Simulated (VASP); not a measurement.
Input of a VASP 6.6.1 run:

File INCAR:

```
SYSTEM = Tl
  PREC = Accurate
  ENCUT = 520
  EDIFF = 1E-6
  ISMEAR = 0
  SIGMA = 0.1
  LREAL = .False.
  LASPH = .True.
  NELM = 60
  ALGO = Fast
  ISIF = 2
  LWAVE = .False.
  LCHARG = .False.
  GGA = PS
  NBANDS = 62
```

Contents of KPOINTS:

```
Automatic mesh
0
Gamma
  4 4 4
  0 0 0
```

The input POSCAR:

```
Tl
1.0
    6.2441256393      0.0000000000      0.0000000000
    0.0000000000      6.2441256393      0.0000000000
    0.0000000000      0.0000000000      6.2441256393
Tl
8
Direct
    0.5000000000      0.5000000000      0.5000000000
    0.0000000000      0.0000000000      0.0000000000
    0.2500000000      0.0000000000      0.5000000000
    0.5000000000      0.2500000000      0.0000000000
    0.5000000000      0.7500000000      0.0000000000
    0.7500000000      0.0000000000      0.5000000000
    0.0000000000      0.5000000000      0.7500000000
    0.0000000000      0.5000000000      0.2500000000
```

Potentials or basis: VASP PAW PBE potentials, release 64 (Tl_d).

Command:

```console
$ cat potpaw_PBE.64/Tl_d/POTCAR > POTCAR
$ mpirun -np 1 vasp_std > vasp.out
```

Problem. What does it give for the band gap on the k mesh?

Solution. Zero (band 52 reaches 7.34 eV, above the bottom of band 53 at 4.92 eV).

Problem. Estimate the pressure.

Solution. -1.7 GPa.

Caveat: the PAW data sets were made with another functional, which shifts forces and pressure a little; spin-orbit coupling is left out, which moves the levels of the heavy elements.
